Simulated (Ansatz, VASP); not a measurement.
**One calculation of SiBiS, two programs**

INCAR

```
PREC     = Accurate       # precision mode
ENCUT    = 600            # plane-wave cutoff, eV
EDIFF    = 1E-6           # SCF threshold, eV
ISMEAR   = 0              # smearing method
SIGMA    = 0.1            # smearing width, eV
LREAL    = False          # projectors in reciprocal space
LASPH    = True           # aspherical terms in the spheres
NELM     = 80             # most SCF steps
ALGO     = Normal         # electronic algorithm
ISIF     = 3              # what is computed and relaxed
LWAVE    = False          # write WAVECAR
LCHARG   = False          # write CHGCAR
GGA      = PE             # functional
IBRION   = 2              # ionic algorithm
NSW      = 90             # ionic steps
EDIFFG   = -0.04          # ionic threshold
```

Contents of KPOINTS:

```
Automatic mesh
0
Gamma
  6 6 4
```

POSCAR

```
SiBiS
1.0
    3.4229273428      0.0000000000      0.0000000000
    0.0000000000      3.4229273428      0.0000000000
    0.0000000000      0.0000000000      5.7421431036
Si Bi S
1 1 1
Direct
    0.0000000000      0.0000000000      0.0000000000
    0.0000000000      0.0000000000      0.5000000000
    0.5000000000      0.5000000000      0.0000000000
```

Input for Ansatz:

```yaml
crystal:
  lattice:
    - [3.4229273428, 0.0, 0.0]
    - [0.0, 3.4229273428, 0.0]
    - [0.0, 0.0, 5.7421431036]
  atoms:
    - { symbol: Si, position: [0.0, 0.0, 0.0] }
    - { symbol: Bi, position: [0.0, 0.0, 0.5] }
    - { symbol: S, position: [0.5, 0.5, 0.0] }
basis:
  ecutwfc: 420
kpoints:
  mp_grid: { grid: [6, 6, 4] }
hamiltonian:
  xc: pbe
scf:
  occupations: { method: gaussian, width: 0.1 }
  lower_state_search: "off"
output:
  forces: true
  stress: true
  eigenvalues: true
relax:
  adjacent_minimum: "off"
  f_tol: 0.04
  max_steps: 70
  cell: { stress_tol: 0.4 }
```

Alike in both runs: task relaxation of cell and atoms; functional PBE; k mesh 6 × 6 × 4; occupations gaussian, width 0.1 eV; no spin polarisation.

|  | VASP | Ansatz |
| --- | --- | --- |
| version | VASP 6.6.1 | Ansatz 0.2.0 |
| potentials or method | VASP PAW PBE potentials, release 64 (Si, Bi_d, S), cutoff 600 eV | scalar-relativistic, plane waves, PAW |
| valence electrons in the cell | 25 | 25 |

Ansatz gave:

```
gap on the k mesh at the Fermi level, each at its own relaxed structure (eV) : none
relaxed volume (Å³/atom)                                                     : 22.62
relaxed length of the cell vector where the two differ most in proportion (Å)              : 3.386
```

Q: What did VASP give for the same quantities?

A: gap on the k mesh at the Fermi level, each at its own relaxed structure (eV): none; relaxed volume (Å³/atom): 22.60; relaxed length of the cell vector where the two differ most in proportion (Å): 3.384.

A gap of «none» marks a metal or a gap that the smearing closes.

Neither program's run includes spin-orbit coupling.
